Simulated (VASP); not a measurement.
# GaSb (I-4m2) in VASP: notebook

Runs on GaSb. Level: r2SCAN. Tasks: single point.

Program: VASP 6.6.1. These are calculated values, not measurements. Logs are shortened: lines on timing, memory, paths and dates and some standing lists are left out, and cuts for length are marked.

**1. The cell of the first run**

The structure is tetragonal, space group I-4m2 (No. 119). The conventional cell has a = 4.293 Å, b = 4.293 Å, c = 6.169 Å, α = 90.00°, β = 90.00°, γ = 90.00°. Within 3.5 Å of Ga (site symmetry -4m2) lie 4 Sb at 2.64 Å. Within 3.5 Å of Sb (site symmetry -4m2) lie 4 Ga at 2.64 Å.

**2. Single point, r2SCAN (in-plane strain -0.01)**

POSCAR reads:

```
GaSb
1.0
    3.0356220026      3.0356220026      0.0000000000
   -3.0356220026      3.0356220026      0.0000000000
    0.0000000000      3.0356220026      3.0846825602
Ga Sb
1 1
Direct
    0.0000000000      0.0000000000      0.0000000000
    0.7500000000      0.2500000000      0.5000000000
```

INCAR.step1 reads:

```
  PREC = Accurate
  ENCUT = 520
  ISMEAR = 0
  SIGMA = 0.01
  LREAL = False
  LASPH = True
  NELM = 60
  NBANDS = 16
  GGA = PE
  ALGO = Normal
  EDIFF = 1E-4
  LWAVE = True
  LCHARG = False
```

INCAR.step2 reads:

```
  PREC = Accurate
  ENCUT = 520
  EDIFF = 1E-6
  ISMEAR = 0
  SIGMA = 0.01
  LREAL = False
  LASPH = True
  NELM = 60
  ALGO = Normal
  ISIF = 2
  LWAVE = False
  LCHARG = False
  METAGGA = R2SCAN
  LMIXTAU = True
  NBANDS = 16
  ISTART = 1
```

KPOINTS reads:

```
regular mesh
0
Gamma
  6 6 6
```

Potentials or basis: VASP PAW PBE potentials, release 64 (Ga_d, Sb).

On the command line:

```sh
cat potpaw_PBE.64/Ga_d/POTCAR potpaw_PBE.64/Sb/POTCAR > POTCAR
cp INCAR.step1 INCAR
mpirun -np 1 vasp_std > vasp.out
cp INCAR.step2 INCAR
mpirun -np 1 vasp_std > vasp.out
```

OUTCAR:

```text
PREC = Accurate
   ENCUT = 520
   EDIFF = 1E-6
   ISMEAR = 0
   LREAL = False
   LASPH = True
   NELM = 60
   ISIF = 2
   METAGGA = R2SCAN
   ISTART = 1

 ion  position               nearest neighbor table
   1  0.000  0.000  0.000-   2 2.64   2 2.64   2 2.64   2 2.64
   2  0.750  0.250  0.500-   1 2.64   1 2.64   1 2.64   1 2.64

  LATTYP: Found a body centered tetragonal cell.
 ALAT       =     4.2930178063
 C/A-ratio  =     1.4370695391

  Lattice vectors:

 A1 = (   3.0356220026,   0.0000000000,  -3.0846825602)
 A2 = (  -3.0356220026,   0.0000000000,  -3.0846825602)
 A3 = (   0.0000000000,   3.0356220026,   3.0846825602)

Analysis of symmetry for initial positions (statically):
=====================================================================
 Subroutine PRICEL returns:
 Original cell was already a primitive cell.

 Routine SETGRP: Setting up the symmetry group for a
 body centered tetragonal supercell.

 Subroutine GETGRP returns: Found  8 space group operations
 (whereof  8 operations were pure point group operations)
 out of a pool of 16 trial point group operations.

The static configuration has the point symmetry D_2d.

Analysis of symmetry for dynamics (positions and initial velocities):
=====================================================================
 Subroutine PRICEL returns:
 Original cell was already a primitive cell.

 Routine SETGRP: Setting up the symmetry group for a
 body centered tetragonal supercell.

 Subroutine GETGRP returns: Found  8 space group operations
 (whereof  8 operations were pure point group operations)
 out of a pool of 16 trial point group operations.

The dynamic configuration has the point symmetry D_2d.

 Subroutine INISYM returns: Found  8 space group operations
 (whereof  8 operations are pure point group operations),
 and found     1 'primitive' translations

----------------------------------------------------------------------------------------

                                     Primitive cell

  volume of cell :      56.8507

  direct lattice vectors                    reciprocal lattice vectors
     3.035622003  3.035622003  0.000000000     0.164710889  0.164710889 -0.162091233
    -3.035622003  3.035622003  0.000000000    -0.164710889  0.164710889 -0.162091233
     0.000000000  3.035622003  3.084682560     0.000000000  0.000000000  0.324182466

  length of vectors
     4.293017806  4.293017806  4.327847899     0.283783231  0.283783231  0.324182466

  position of ions in fractional coordinates (direct lattice)
[... 74 lines left out ...]
   LNONCOLLINEAR =      F non collinear calculations
   LSORBIT =      F    spin-orbit coupling
   LASPH  =      T    aspherical Exc in radial PAW
   ENCUT  =  520.0 eV  38.22 Ry    6.18 a.u.   7.98  7.98  8.05*2*pi/ulx,y,z
   NELM   =     60;   NELMIN=  2; NELMDL=  0     # of ELM steps
   EDIFF  = 0.1E-05   stopping-criterion for ELM
   LREAL  =      F    real-space projection
   EDIFFG = 0.1E-04   stopping-criterion for IOM
   NSW    =      0    number of steps for IOM
   IBRION =     -1    ionic relax: 0-MD 1-quasi-New 2-CG
   NFREE  =      0    steps in history (QN), initial steepest desc. (CG)
   ISIF   =      2    stress and relaxation
   ISYM   =      2    0-nonsym 1-usesym 2-fastsym
   POTIM  = 0.5000    time-step for ionic-motion
   TEBEG  =    0.0;   TEEND  =   0.0 temperature during run
   PSTRESS=    0.0 pullay stress
   NELECT =      18.0000    total number of electrons
   NUPDOWN=      -1.0000    fix difference up-down
   EMIN   =  10.00;   EMAX   =-10.00  energy-range for DOS
   EFERMI =   0.00;   METHOD = LEGACY
   ISMEAR =     0;   SIGMA  =   0.01  broadening in eV -4-tet -1-fermi 0-gaus
   EFERMI_NEDOS =   21; number of points for ismear=-14 and -15
   IALGO  =     38    algorithm
   IMIX   =      4    mixing-type and parameters
     AMIX     =   0.40;   BMIX     =  1.00
     AMIX_MAG =   1.60;   BMIX_MAG =  1.00
  volume/ion in A,a.u.               =      28.43       191.82
  Fermi-wavevector in a.u.,A,eV,Ry     =   1.115802  2.108560 16.939438  1.245014
  Thomas-Fermi vector in A             =   2.252410
   LORBIT       =      0    0 simple, 1 ext, 2 COOP (PROOUT), +10 PAW based schemes
   METAGGA = R2SCAN    functional components
   LHFCALC =     F    Hartree Fock is set to
   AEXX    =    0.0000 exact exchange contribution
   IVDW    =     0    specifies the selected vdW correction
   LEPSILON=     F    determine dielectric tensor
   LRPA    =     F    only Hartree local field effects (RPA)
 non-spin polarized calculation
 Gauss-broadening in eV      SIGMA  =   0.01
  energy-cutoff  :      520.00
  volume of cell :       56.85
 maximum number of plane-waves:      1552
   NGX = 15   NGY = 15   NGZ = 17

 number of electron      17.9999986 magnetization

 Free energy of the ion-electron system (eV)
  ---------------------------------------------------
  ext. energy  EPLUGINS =         0.00000000
  ---------------------------------------------------
  free energy    TOTEN  =       -37.57525993 eV

  energy without entropy =      -37.57525993  energy(sigma->0) =      -37.57525993

 E-fermi :   4.8661     XC(G=0):  -9.7507

 val. band max:        4.7972611668   @ k =   0.0000   0.0000   0.0000
 cond. band min:       5.2637845520   @ k =   0.0000   0.0000   0.0000
 fundamental gap:      0.4665233852
 Fermi energy:         4.8661064371

 k-point     1 :       0.0000    0.0000    0.0000
  band No.  band energies     occupation
      1     -10.7577      2.00000
      2     -10.7556      2.00000
      3     -10.7556      2.00000
      4     -10.6994      2.00000
      5     -10.6974      2.00000
      6      -7.2178      2.00000
[... 433 lines left out ...]
      3     -10.7339      2.00000
      4     -10.7031      2.00000
      5     -10.6983      2.00000
      6      -4.8548      2.00000
[... 8 lines left out ...]
     15      15.7783      0.00000
     16      16.0270      0.00000

 [... further k-points ...]
[... 5 lines left out ...]
  --------------------------------------------------------------------------------------
  -------------------------------------------------------------------------------------
  Total        0.3954868      0.3954868      0.1074285      0.0000000      0.0000000      0.0000000
  in kB       11.1456837     11.1456837      3.0275696      0.0000000      0.0000000      0.0000000
  external PRESSURE =       8.4396457 kB  Pullay stress =       0.0000000 kB

 VOLUME and BASIS-vectors are now :
 -----------------------------------------------------------------------------
  energy-cutoff  :      520.00
  volume of cell :       56.85
      direct lattice vectors                 reciprocal lattice vectors
     3.035622003  3.035622003  0.000000000     0.164710889  0.164710889 -0.162091233
    -3.035622003  3.035622003  0.000000000    -0.164710889  0.164710889 -0.162091233
     0.000000000  3.035622003  3.084682560     0.000000000  0.000000000  0.324182466

 POSITION                                       TOTAL-FORCE (eV/Angst)
 -----------------------------------------------------------------------------------
      0.00000      0.00000      0.00000        -0.000000      0.000000      0.000000
      1.51781      4.55343      1.54234         0.000000     -0.000000      0.000000
 -----------------------------------------------------------------------------------
    total drift:                               -0.000022     -0.000000      0.000000

  FREE ENERGIE OF THE ION-ELECTRON SYSTEM (eV)
  ---------------------------------------------------
  free  energy   TOTEN  =       -37.5752599331 eV

  energy  without entropy=      -37.5752599331  energy(sigma->0) =      -37.57525993
```

OUTCAR.step1:

```text
PREC = Accurate
   ENCUT = 520
   ISMEAR = 0
   LREAL = False
   LASPH = True
[... 678 lines left out ...]
      0.00000      0.00000      0.00000         0.000000     -0.000000      0.000000
      1.51781      4.55343      1.54234        -0.000000      0.000000      0.000000
 -----------------------------------------------------------------------------------
    total drift:                               -0.000001     -0.000000      0.000000

  FREE ENERGIE OF THE ION-ELECTRON SYSTEM (eV)
  ---------------------------------------------------
  free  energy   TOTEN  =        -7.3132900189 eV

  energy  without entropy=       -7.3132898387  energy(sigma->0) =       -7.31328993
```

OSZICAR.step1:

```text
N       E                     dE             d eps       ncg     rms          rms(c)
DAV:   1     0.799704349750E+02    0.79970E+02   -0.85795E+03  1008   0.140E+03
DAV:   2    -0.111433094797E+01   -0.81085E+02   -0.78099E+02  1128   0.297E+02
DAV:   3    -0.725575058119E+01   -0.61414E+01   -0.61307E+01  1136   0.643E+01
DAV:   4    -0.736882780003E+01   -0.11308E+00   -0.11307E+00  1256   0.976E+00
DAV:   5    -0.737127699830E+01   -0.24492E-02   -0.24491E-02  1160   0.126E+00    0.323E+00
DAV:   6    -0.732542048474E+01    0.45857E-01   -0.64683E-02  1424   0.397E+00    0.194E+00
DAV:   7    -0.731169393108E+01    0.13727E-01   -0.40789E-02  1088   0.161E+00    0.357E-01
DAV:   8    -0.731275166925E+01   -0.10577E-02   -0.45813E-03  1272   0.773E-01    0.897E-02
DAV:   9    -0.731326181620E+01   -0.51015E-03   -0.71323E-04  1136   0.207E-01    0.339E-02
DAV:  10    -0.731329001886E+01   -0.28203E-04   -0.34074E-05   960   0.391E-02
   1 F= -.73132900E+01 E0= -.73132899E+01  d E =-.180159E-06
```

It took 43 s on 1 thread of Intel Xeon Platinum 8559C (Emerald Rapids), shared host; peak memory 0.19 GiB.

What came out:

| Item | Value |
| --- | --- |
| Free energy | -37.5753 eV |
| Pressure | 0.8 GPa |
| Band gap on the k mesh | 0.47 eV, direct |

Caveat: the cell differs from its parent crystal (in-plane strain -0.01); the PAW data sets were made with another functional, which shifts forces and pressure a little; spin-orbit coupling is left out, which moves the levels of the heavy elements.

**3. Single point, r2SCAN (in-plane strain -0.01, then relaxed in part)**

POSCAR, as its differences from that of step 2:

```diff
@@ -4,3 +4,3 @@
    -3.0356220026      3.0356220026      0.0000000000
-    0.0000000000      3.0356220026      3.0846825602
+    0.0000000000      3.0356220026      3.0910193746
 Ga Sb
```

INCAR.step1 reads:

```
SYSTEM = GaSb
ALGO = Normal
EDIFF = 1E-4
ENCUT = 520
GGA = PE
ISMEAR = 0
LASPH = .TRUE.
LCHARG = .FALSE.
LREAL = .FALSE.
LWAVE = .TRUE.
NBANDS = 16
NELM = 60
PREC = Accurate
SIGMA = 0.01
```

INCAR.step2 reads:

```
SYSTEM = GaSb
ALGO = Normal
EDIFF = 1E-6
ENCUT = 520
ISIF = 2
ISMEAR = 0
ISTART = 1
LASPH = .TRUE.
LCHARG = .FALSE.
LMIXTAU = .TRUE.
LREAL = .FALSE.
LWAVE = .FALSE.
METAGGA = R2SCAN
NBANDS = 16
NELM = 60
PREC = Accurate
SIGMA = 0.01
```

KPOINTS reads:

```
k-points
0
G
  6 6 6
  0 0 0
```

Potentials or basis: VASP PAW PBE potentials, release 64 (Ga_d, Sb).

On the command line:

```sh
cat potpaw_PBE.64/Ga_d/POTCAR potpaw_PBE.64/Sb/POTCAR > POTCAR
cp INCAR.step1 INCAR
mpirun -np 1 vasp_std > vasp.out
cp INCAR.step2 INCAR
mpirun -np 1 vasp_std > vasp.out
```

It took 43 s on 1 thread of Intel Xeon Platinum 8559C (Emerald Rapids), shared host; peak memory 0.19 GiB.

The run converged. Its results:

| Property | Result |
| --- | --- |
| Free energy | -37.5754 eV |
| Pressure | 0.7 GPa |
| Band gap on the k mesh | 0.45 eV, direct |

Stress tensor (GPa, compression positive):
```
1.03 0.00 0.00
0.00 1.03 0.00
0.00 0.00 0.11
```

Levels at points of the mesh, in eV from the valence-band top:
```
           k point  band 6  band 7  band 8  band 9  band 10  band 11  band 12  band 13
(0.00, 0.00, 0.00)  -12.00   -0.11    0.00    0.00     0.45     2.92     2.92     2.98
(0.50, 0.00, 0.00)  -10.27   -6.65   -1.33   -1.19     0.65     3.93     4.02     6.88
(0.50, 0.50, 0.00)   -9.35   -7.08   -2.80   -2.78     1.02     1.39     9.24     9.24
(0.00, 0.00, 0.50)   -9.42   -7.17   -2.68   -2.68     1.17     1.51     9.25     9.25
```

Caveat: the cell differs from its parent crystal (in-plane strain -0.01, then relaxed in part); the PAW data sets were made with another functional, which shifts forces and pressure a little; spin-orbit coupling is left out, which moves the levels of the heavy elements.

[end of part 1 of 2]
